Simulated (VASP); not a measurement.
# Sn (C2/m) in VASP: single point with PBEsol-based global hybrid with 25 % exact exchange

Aim: the single point of Sn with PBEsol-based global hybrid with 25 % exact exchange.

All numbers are computed with VASP 6.6.1; they aren't measurements. Logs are shortened: lines on timing, memory, paths and dates and some standing lists are left out, and cuts for length are marked.

### Step 1. The cell of the first run

It takes space group C2/m (No. 12, monoclinic). The conventional cell has a = 4.189 Å, b = 4.276 Å, c = 3.566 Å, α = 90.00°, β = 124.77°, γ = 90.00°. Within 3.9 Å of Sn (site symmetry 2/m) lie 12 Sn at 2.99 to 3.64 Å.

### Step 2. Single point, PBEsol-based global hybrid with 25 % exact exchange

File POSCAR:

```
Sn
1.0
   -1.5277437676      2.0934285457      1.4969811538
    2.0875270704     -2.1249091920      2.0863603943
    1.4958627441      2.0954790694     -1.5260681033
Sn
1
Direct
    0.0000000000      0.0000000000      0.0000000000
```

File INCAR.step1:

```
PREC = Accurate
ENCUT = 520
EDIFF = 1E-5
ISMEAR = -1
SIGMA = 0.05
LREAL = F
LASPH = T
NELM = 80
ALGO = Normal
ISIF = 2
LWAVE = T
LCHARG = F
NBANDS = 13
GGA = PE
```

File INCAR.step2:

```
PREC = Accurate
ENCUT = 520
EDIFF = 1E-6
ISMEAR = -1
SIGMA = 0.05
LREAL = F
LASPH = T
NELM = 80
ALGO = Normal
ISIF = 2
LWAVE = F
LCHARG = F
GGA = PS
LHFCALC = T
AEXX = 0.25
PRECFOCK = Normal
NBANDS = 13
ISTART = 1
```

File KPOINTS:

```
regular mesh
0
Gamma
  5 5 5
```

Potentials or basis: VASP PAW PBE potentials, release 64 (Sn_d).

Started as:

```
$ cat potpaw_PBE.64/Sn_d/POTCAR > POTCAR
$ cp INCAR.step1 INCAR
$ mpirun -np 1 vasp_std > vasp.out
$ cp INCAR.step2 INCAR
$ mpirun -np 1 vasp_std > vasp.out
```

OUTCAR:

```text
PREC = Accurate
   ENCUT = 520
   EDIFF = 1E-6
   ISMEAR = -1
   LREAL = F
   LASPH = T
   NELM = 80
   ISIF = 2
   GGA = PS
   LHFCALC = T
   AEXX = 0.25
   PRECFOCK = Normal
   ISTART = 1

 ion  position               nearest neighbor table
   1  0.000  0.000  0.000-

  LATTYP: Found a triclinic cell.
 ALAT       =     2.9929119157
 B/A-ratio  =     1.4285859149
 C/A-ratio  =     1.1915655452
 COS(alpha) =     0.0000300428
 COS(beta)  =     0.3991662265
 COS(gamma) =     0.7142978441

  Lattice vectors:

 A1 = (  -1.4958627441,  -2.0954790694,   1.5260681033)
 A2 = (  -3.0236065117,  -0.0020505237,   3.0230492571)
 A3 = (  -2.0556460469,  -2.0639984231,  -2.0572734448)

Analysis of symmetry for initial positions (statically):
=====================================================================
 Subroutine PRICEL returns:
 Original cell was already a primitive cell.

 Routine SETGRP: Setting up the symmetry group for a
 triclinic supercell.

 Subroutine GETGRP returns: Found  2 space group operations
 (whereof  2 operations were pure point group operations)
 out of a pool of  2 trial point group operations.

The static configuration has the point symmetry S_2 .

Analysis of symmetry for dynamics (positions and initial velocities):
=====================================================================
 Subroutine PRICEL returns:
 Original cell was already a primitive cell.

 Routine SETGRP: Setting up the symmetry group for a
 triclinic supercell.

 Subroutine GETGRP returns: Found  2 space group operations
 (whereof  2 operations were pure point group operations)
 out of a pool of  2 trial point group operations.

The dynamic configuration has the point symmetry S_2 .

 Subroutine INISYM returns: Found  2 space group operations
 (whereof  2 operations are pure point group operations),
 and found     1 'primitive' translations

----------------------------------------------------------------------------------------

                                     Primitive cell

  volume of cell :      26.2341

  direct lattice vectors                    reciprocal lattice vectors
    -1.527743768  2.093428546  1.496981154    -0.043041938  0.240397295  0.287905020
     2.087527070 -2.124909192  2.086360394     0.241349868  0.003513082  0.241396740
     1.495862744  2.095479069 -1.526068103     0.287739344  0.240618209 -0.042836236

  length of vectors
     2.992891022  3.636744154  2.992911916     0.377535122  0.341371479  0.377526153

  position of ions in fractional coordinates (direct lattice)
     0.000000000  0.000000000  0.000000000

  ion indices of the primitive-cell ions
   primitive index   ion index
                 1           1

----------------------------------------------------------------------------------------

 KPOINTS: regular mesh

Automatic generation of k-mesh.
 Grid dimensions read from file:
 generate k-points for:    5    5    5

 Generating k-lattice:

  Cartesian coordinates                     Fractional coordinates (reciprocal lattice)
    -0.008608388  0.048079459  0.057581004     0.200000000 -0.000000000  0.000000000
     0.048269974  0.000702616  0.048279348    -0.000000000  0.200000000  0.000000000
     0.057547869  0.048123642 -0.008567247    -0.000000000  0.000000000  0.200000000

  Length of vectors
     0.075507024  0.068274296  0.075505231

  Shift w.r.t. Gamma in fractional coordinates (k-lattice)
     0.000000000  0.000000000  0.000000000

 Subroutine IBZKPT returns following result:
 ===========================================

 Found     63 irreducible k-points:

 Following reciprocal coordinates:
            Coordinates               Weight
  0.000000  0.000000  0.000000      1.000000
  0.200000  0.000000 -0.000000      2.000000
  0.000000 -0.000000 -0.200000      2.000000
  0.400000  0.000000 -0.000000      2.000000
 -0.000000 -0.000000 -0.400000      2.000000
 -0.000000  0.200000 -0.000000      2.000000
[... 16 lines left out ...]
  0.000000 -0.400000  0.200000      2.000000
  0.200000  0.000000  0.200000      2.000000
 [... further k-points ...]
   k-points           NKPTS =     63   k-points in BZ     NKDIM =    125   number of bands    NBANDS=     13
   number of dos      NEDOS =    301   number of ions     NIONS =      1
   total plane-waves  NPLWV =  16128
   dimension x,y,z NGX =    24 NGY =   28 NGZ =   24
   dimension x,y,z NGXF=    48 NGYF=   56 NGZF=   48
   ions per type =               1
   NGX,Y,Z   is equivalent  to a cutoff of  13.33, 12.80, 13.33 a.u.
   NGXF,Y,Z  is equivalent  to a cutoff of  26.66, 25.60, 26.66 a.u.
 SYSTEM =  unknown system
   PREC   = accura    normal or accurate (medium, high low for compatibility)
   ISTART =      1    job   : 0-new  1-cont  2-samecut
   ICHARG =      0    charge: 1-file 2-atom 10-const
   ISPIN  =      1    spin polarized calculation?
   LNONCOLLINEAR =      F non collinear calculations
   LSORBIT =      F    spin-orbit coupling
   LASPH  =      T    aspherical Exc in radial PAW
   ENCUT  =  520.0 eV  38.22 Ry    6.18 a.u.   5.56  6.76  5.56*2*pi/ulx,y,z
   NELM   =     80;   NELMIN=  2; NELMDL=  0     # of ELM steps
   EDIFF  = 0.1E-05   stopping-criterion for ELM
   LREAL  =      F    real-space projection
   EDIFFG = 0.1E-04   stopping-criterion for IOM
   NSW    =      0    number of steps for IOM
   IBRION =     -1    ionic relax: 0-MD 1-quasi-New 2-CG
   NFREE  =      0    steps in history (QN), initial steepest desc. (CG)
   ISIF   =      2    stress and relaxation
   ISYM   =      3    0-nonsym 1-usesym 2-fastsym
   POTIM  = 0.5000    time-step for ionic-motion
   TEBEG  =    0.0;   TEEND  =   0.0 temperature during run
   PSTRESS=    0.0 pullay stress
   NELECT =      14.0000    total number of electrons
   NUPDOWN=      -1.0000    fix difference up-down
   EMIN   =  10.00;   EMAX   =-10.00  energy-range for DOS
   EFERMI =   0.00;   METHOD = LEGACY
   ISMEAR =    -1;   SIGMA  =   0.05  broadening in eV -4-tet -1-fermi 0-gaus
   EFERMI_NEDOS =   21; number of points for ismear=-14 and -15
   IALGO  =     38    algorithm
   IMIX   =      1    mixing-type and parameters
     AMIX     =   0.40;   BMIX     =  1.00
     AMIX_MAG =   1.60;   BMIX_MAG =  1.00
  volume/ion in A,a.u.               =      26.23       177.04
  Fermi-wavevector in a.u.,A,eV,Ry     =   1.327889  2.509347 23.991017  1.763290
  Thomas-Fermi vector in A             =   2.457168
   LORBIT       =      0    0 simple, 1 ext, 2 COOP (PROOUT), +10 PAW based schemes
   GGA     = PS    functional components
   LHFCALC =     T    Hartree Fock is set to
   PRECFOCK=normal    Normal, Fast or Accurate (Low or Medium for compatibility)
   ENCUT4O =  -1.0   cutoff for four orbital integrals eV
   NKREDX  =     1    reduce k-point grid by
   NKREDY  =     1    reduce k-point grid by
   NKREDZ  =     1    reduce k-point grid by
   AEXX    =    0.2500 exact exchange contribution
   HFSCREEN=    0.0000 screening length (either q_TF or 0.3 A-1)
   HFSCREENC=   0.0000 screening length for correlation (either q_TF or 0.3 A-1)
   ENCUTFOCK=  -1.0 apply spherical cutoff to Coloumb kernel
   IVDW    =     0    specifies the selected vdW correction
   LEPSILON=     F    determine dielectric tensor
   LRPA    =     F    only Hartree local field effects (RPA)
 non-spin polarized calculation
  energy-cutoff  :      520.00
  volume of cell :       26.23
 maximum number of plane-waves:       715
 NGX is ok and might be reduce to    24
  NGX = 18; NGY = 24; NGZ = 18

 number of electron      13.9999995 magnetization

 Free energy of the ion-electron system (eV)
  ---------------------------------------------------
  ext. energy  EPLUGINS =         0.00000000
  ---------------------------------------------------
  free energy    TOTEN  =        -5.23707710 eV

  energy without entropy =       -5.23596443  energy(sigma->0) =       -5.23652076

 E-fermi :   8.1040     XC(G=0):  -8.3933

 val. band max:        8.1039264027   @ k =   0.4000   0.4000   0.4000
 cond. band min:       8.6375318381   @ k =  -0.4000  -0.2000   0.4000
 fundamental gap:      0.5336054353
 Fermi energy:         8.1039527226

 k-point     1 :       0.0000    0.0000    0.0000
  band No.  band energies     occupation
      1     -16.1808      2.00000
      2     -16.0206      2.00000
      3     -15.8359      2.00000
      4     -15.8325      2.00000
      5     -15.7048      2.00000
      6      -4.9759      2.00000
      7      14.8491      0.00000
      8      17.9367      0.00000
      9      17.9947      0.00000
     10      19.1994      0.00000
     11      21.3898      0.00000
     12      21.5328      0.00000
     13      21.5857      0.00000

 k-point     2 :       0.2000    0.0000   -0.0000
  band No.  band energies     occupation
      1     -16.1109      2.00000
      2     -15.9510      2.00000
      3     -15.8744      2.00000
      4     -15.8172      2.00000
      5     -15.7474      2.00000
      6      -3.9752      2.00000
      7      12.0644      0.00000
      8      13.3670      0.00000
      9      17.5185      0.00000
     10      18.1990      0.00000
     11      21.0219      0.00000
     12      22.5596      0.00000
     13      24.0576      0.00000

 k-point     3 :       0.0000   -0.0000   -0.2000
  band No.  band energies     occupation
      1     -16.1109      2.00000
      2     -15.9510      2.00000
      3     -15.8744      2.00000
      4     -15.8172      2.00000
      5     -15.7474      2.00000
      6      -3.9753      2.00000
      7      12.0639      0.00000
      8      13.3673      0.00000
      9      17.5189      0.00000
     10      18.1993      0.00000
     11      21.0222      0.00000
     12      22.5593      0.00000
     13      24.0570      0.00000
[... 305 lines left out ...]
 k-point    23 :       0.0000   -0.4000    0.2000
  band No.  band energies     occupation
      1     -16.1224      2.00000
      2     -15.9622      2.00000
      3     -15.8402      2.00000
      4     -15.7892      2.00000
      5     -15.7412      2.00000
      6      -2.4819      2.00000
      7       6.7956      2.00000
      8      10.2201      0.00000
      9      16.3697      0.00000
     10      19.4357      0.00000
     11      22.4077      0.00000
     12      25.4789      0.00000
     13      28.3548      0.00000

 k-point    24 :       0.2000    0.0000    0.2000
  band No.  band energies     occupation
      1     -15.9846      2.00000
      2     -15.9447      2.00000
      3     -15.8671      2.00000
      4     -15.8345      2.00000
      5     -15.7933      2.00000
      6      -2.5304      2.00000
      7      10.3903      0.00000
      8      11.4314      0.00000
      9      12.7300      0.00000
     10      19.8431      0.00000
     11      19.9590      0.00000
     12      22.5791      0.00000
     13      26.0445      0.00000

 [... further k-points ...]
[... 5 lines left out ...]
  --------------------------------------------------------------------------------------
  -------------------------------------------------------------------------------------
  Total       -0.0407555     -0.0319316     -0.0402733     -0.0006983     -0.0004772     -0.0025401
  in kB       -2.4890264     -1.9501323     -2.4595782     -0.0426473     -0.0291465     -0.1551298
  external PRESSURE =      -2.2995790 kB  Pullay stress =       0.0000000 kB

 VOLUME and BASIS-vectors are now :
 -----------------------------------------------------------------------------
  energy-cutoff  :      520.00
  volume of cell :       26.23
      direct lattice vectors                 reciprocal lattice vectors
    -1.527743768  2.093428546  1.496981154    -0.043041938  0.240397295  0.287905020
     2.087527070 -2.124909192  2.086360394     0.241349868  0.003513082  0.241396740
     1.495862744  2.095479069 -1.526068103     0.287739344  0.240618209 -0.042836236

 POSITION                                       TOTAL-FORCE (eV/Angst)
 -----------------------------------------------------------------------------------
      0.00000      0.00000      0.00000        -0.000000      0.000000      0.000000
 -----------------------------------------------------------------------------------
    total drift:                               -0.000000     -0.000000      0.000000

  FREE ENERGIE OF THE ION-ELECTRON SYSTEM (eV)
  ---------------------------------------------------
  free  energy   TOTEN  =        -5.2370770983 eV

  energy  without entropy=       -5.2359644307  energy(sigma->0) =       -5.23652076
```

Run time: 55 min. Hardware: 1 thread of Intel Xeon 8259CL, shared host; peak memory 0.17 GiB.

Results:

* Free energy: -5.2371 eV
* Pressure: -0.2 GPa
* Band gap on the k mesh: zero (bands 7 and 8 overlap by 8.39 eV)

Caveat: the k points lie up to 0.47 Å⁻¹ apart, too coarse for converged energies and pressures of a metal; the PAW data sets were made with another functional, which shifts forces and pressure a little; spin-orbit coupling is left out, which moves the levels of the heavy elements.

The gap in the log of VASP goes by the Fermi energy; the results here count the filled bands.